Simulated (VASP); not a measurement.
Hf:

```xyz
2
Lattice="3.1967 0.0000 0.0000 -1.5983 2.7684 0.0000 0.0000 0.0000 5.0578" Properties=species:S:1:pos:R:3 pbc="T T T"
Hf    1.5984    0.9228    3.7934
Hf    0.0000    1.8456    1.2645
```

```yaml
Program: VASP 6.6.1
Task: relaxation of cell and atoms
Functional: BLYP
Dispersion: D3(BJ)
Potentials_or_basis: VASP PAW PBE potentials, release 64 (Hf_pv)
Cutoff: 600 eV
k_mesh: 10 × 10 × 5
Occupations: fermi-dirac, width 0.05 eV
Spin: no spin polarisation
```

At the start: pressure -5.1 GPa; volume 22.38 Å³/atom.

Q: Where does the relaxation end?

A: Over 4 steps the energy falls by 17.2 meV/atom and the volume is 21.33 Å³/atom (-4.7 %); space group P6_3/mmc (No. 194, to 0.05 Å).

The path:
| step | energy change (eV) | largest force (eV/Å) | pressure (GPa) | volume (Å³) |
| --- | --- | --- | --- | --- |
| 1 | 0.0000 | 0.0000 | -5.10 | 44.76 |
| 2 | 0.0177 | 0.0000 | 7.40 | 40.31 |
| 3 | -0.0345 | 0.0000 | -0.08 | 42.70 |
| 4 | -0.0345 | 0.0000 | 0.03 | 42.66 |

Final structure:
```yaml
crystal:
  lattice:
    - [3.14667, 0.00000, 0.00000]
    - [-1.57333, 2.72509, 0.00000]
    - [0.00000, 0.00000, 4.97438]
  atoms:
    - { symbol: Hf, position: [0.66667, 0.33333, 0.75000] }
    - { symbol: Hf, position: [0.33333, 0.66667, 0.25000] }
```

Caveat: the PAW data sets were made with another functional, which shifts forces and pressure a little; pairwise dispersion overbinds metals, which lowers pressure and volume.
